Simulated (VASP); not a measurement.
A run of VASP 6.6.1 is set up as follows.

File INCAR:

```
SYSTEM = H3C2N
PREC     = Accurate       ! precision mode
ENCUT    = 520            ! plane-wave cutoff, eV
EDIFF    = 1E-6           ! SCF threshold, eV
ISMEAR   = -1             ! smearing method
SIGMA    = 0.02           ! smearing width, eV
LREAL    = Auto         
LASPH    = .True.         ! aspherical terms in the spheres
NELM     = 100            ! most SCF steps
ALGO     = Normal         ! electronic algorithm
ISIF     = 2              ! what is computed and relaxed
LWAVE    = .False.        ! write WAVECAR
LCHARG   = .False.        ! write CHGCAR
GGA      = PE             ! functional
IVDW     = 12             ! dispersion correction
NBANDS   = 72             ! bands
```

Contents of KPOINTS:

```
regular mesh
0
Gamma
  1 1 1
  0 0 0
```

File POSCAR:

```
H3C2N
1.0
    8.0517480000      0.0000000000      0.0000000000
    0.0000000000      8.0517480000      0.0000000000
    0.0000000000      0.0000000000      8.0517480000
C N H
12 6 18
Direct
    0.3490422204      0.2848946589      0.4605956371
    0.4006210825      0.3573882342      0.6209210720
    0.3018350798      0.6737170612      0.4794611058
    0.3002453629      0.8273482975      0.3859534600
    0.8521503654      0.0079610042      0.1677399740
    0.8882419072      0.0682708897      0.3425218971
    0.7387960974      0.4834105588      0.2806719733
    0.9077407788      0.5149192449      0.2230819941
    0.2983699937      0.7881021612      0.9239484395
    0.4647189654      0.7388085171      0.9324062303
    0.8363898125      0.3846618150      0.7891826719
    0.9245197440      0.4982147976      0.6747727326
    0.4249760425      0.4095880795      0.7514889934
    0.3026299382      0.9465522269      0.3050269333
    0.9067223664      0.1125594095      0.4812122784
    1.0405939182      0.5357842794      0.1812898268
    0.5937220092      0.6872296550      0.9741238797
    0.9642875063      0.6051729388      0.5847177532
    0.2181389681      0.2730711393      0.4315957231
    0.4002360730      0.3546434886      0.3462602158
    0.3862391123      0.1494209705      0.4353588811
    0.2228584402      0.6819885570      0.5853884150
    0.2546403588      0.5627970473      0.4129413886
    0.4251995964      0.6501197007      0.5210048799
    0.8739220353      0.0997795758      0.0749402490
    0.9502160276     -0.0898190058      0.1506008385
    0.7331078916     -0.0530071234      0.1687832257
    0.6878630578      0.6059305383      0.3228615699
    0.6549882088      0.4553793785      0.1779240980
    0.7232094199      0.3913808530      0.3825877313
    0.2285590657      0.6763624495      0.8975069761
    0.2583538382      0.8170896556      1.0569878739
    0.2723756382      0.8921416815      0.8385880929
    0.7637223619      0.2877139225      0.7249730121
    0.9286430723      0.3165523809      0.8640359832
    0.7639707552      0.4795480435      0.8534047514
```

Potentials or basis: VASP PAW PBE potentials, release 64 (C, N, H).

The run is started by

```sh
$ cat potpaw_PBE.64/C/POTCAR potpaw_PBE.64/N/POTCAR potpaw_PBE.64/H/POTCAR > POTCAR
$ mpirun -np 1 vasp_gam > vasp.out
```

Task: What does it give for the dispersion energy per atom?

Result: -0.046 eV.

Task: Predict the pressure.

Result: 0.1 GPa.

Stress tensor (GPa, compression positive):
```
 2.39 -0.25 -0.33
-0.25 -0.91  0.01
-0.33  0.01 -1.08
```

Caveat: the k points lie up to 0.78 Å⁻¹ apart; the atoms stand as in a frame of molecular dynamics.
